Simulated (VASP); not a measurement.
Set up this calculation in VASP 6.6.1, as the native input.

```
Task                   : single point
Functional             : PBE
Dispersion             : D3(BJ)
Potentials or basis    : VASP PAW PBE potentials, release 64 (Mo_sv)
Cutoff                 : 500 eV
k mesh                 : 18 × 18 × 18
Occupations            : gaussian, width 0.1 eV
Spin                   : no spin polarisation
Dipole correction      : no
Further INCAR settings : ALGO = Normal; EDIFF = 1e-06; NBANDS = 13
```

The structure of Mo lies in POSCAR:

```
Mo
1.0
   -1.5651315715      1.5651315715      1.5651315715
    1.5651315715     -1.5651315715      1.5651315715
    1.5651315715      1.5651315715     -1.5651315715
Mo
1
Direct
    0.0000000000      0.0000000000      0.0000000000
```

These files were run (other wordings do the same):

INCAR

```
PREC     = Accurate       # precision mode
ENCUT    = 500            # plane-wave cutoff, eV
EDIFF    = 1E-6           # SCF threshold, eV
ISMEAR   = 0              # smearing method
SIGMA    = 0.1            # smearing width, eV
LREAL    = F              # projectors in reciprocal space
LASPH    = T              # aspherical terms in the spheres
NELM     = 120            # most SCF steps
ALGO     = Normal         # electronic algorithm
ISIF     = 2              # what is computed and relaxed
LWAVE    = F              # write WAVECAR
LCHARG   = F              # write CHGCAR
GGA      = PE             # functional
IVDW     = 12             # dispersion correction
NBANDS   = 13             # bands
GGA_COMPAT= F
```

KPOINTS

```
Automatic mesh
0
Gamma
  18 18 18
```

Potentials or basis: VASP PAW PBE potentials, release 64 (Mo_sv).

The run is started by

```sh
$ cat potpaw_PBE.64/Mo_sv/POTCAR > POTCAR
$ mpirun -np 1 vasp_std > vasp.out
```

It gave:

```json
{
  "Pressure": "0.6 GPa",
  "Band gap on the k mesh": "zero (band 7 reaches 16.99 eV, above the bottom of band 8 at 11.50 eV)",
  "Dispersion energy per atom": "-0.728 eV"
}
```

Caveat: pairwise dispersion overbinds metals, which lowers pressure and volume.

It took 13 s on 1 thread of Intel(R) Xeon(R) 6975P-C (Granite Rapids), with other jobs on the host, peak memory 0.16 GiB.
